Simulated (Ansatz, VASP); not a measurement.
## In in VASP and in Ansatz

File INCAR:

```
SYSTEM = In
PREC = Accurate
ENCUT = 520
EDIFF = 1E-7
ISMEAR = -1
SIGMA = 0.05
LREAL = .False.
LASPH = .True.
NELM = 100
ALGO = Normal
ISIF = 2
LWAVE = .False.
LCHARG = .True.
LELF = .True.
LVHAR = .True.
NBANDS = 12
```

File KPOINTS:

```
Automatic mesh
0
Gamma
  10 10 10
  0 0 0
```

POSCAR

```
In
1.0
   -1.8570825908      1.8570825908      1.8570825908
    1.8570825908     -1.8570825908      1.8570825908
    1.8570825908      1.8570825908     -1.8570825908
In
1
Direct
    0.0000000000      0.0000000000      0.0000000000
```

input.yaml

```yaml
crystal:
  lattice:
    - [-1.8570825908, 1.8570825908, 1.8570825908]
    - [1.8570825908, -1.8570825908, 1.8570825908]
    - [1.8570825908, 1.8570825908, -1.8570825908]
  atoms:
    - { symbol: In, position: [0.0, 0.0, 0.0] }
kpoints:
  mp_grid: { grid: [10, 10, 10] }
scf:
  occupations: { method: fermi_dirac, width: 0.05 }
hamiltonian:
  xc: lda
  pseudopotentials: { kind: all_electron, lapw: { basis_error: 0.001 } }
output:
  forces: true
  stress: true
  eigenvalues: true
```

Change from the starting cell: volume scaled by 0.96.

Alike in both runs: task single point; functional LDA; k mesh 10 × 10 × 10; occupations fermi-dirac, width 0.05 eV; no spin polarisation.

|  | VASP | Ansatz |
| --- | --- | --- |
| version | VASP 6.6.1 | Ansatz 0.2.0 |
| potentials or method | VASP PAW LDA potentials, release 64 (In_d), cutoff 520 eV | all-electron LAPW, scalar-relativistic |

```csv
,VASP,Ansatz,Ansatz less VASP
gap on the k mesh at the Fermi level (eV),none,none,-
pressure (GPa),-1.4,-1.4,+0.01
```

LDA's correlation is that of Perdew and Zunger in VASP and of Perdew and Wang (1992) in Ansatz. A gap of «none» marks a metal or a gap that the smearing closes. Ansatz ran all-electron here, and VASP with PAW potentials.
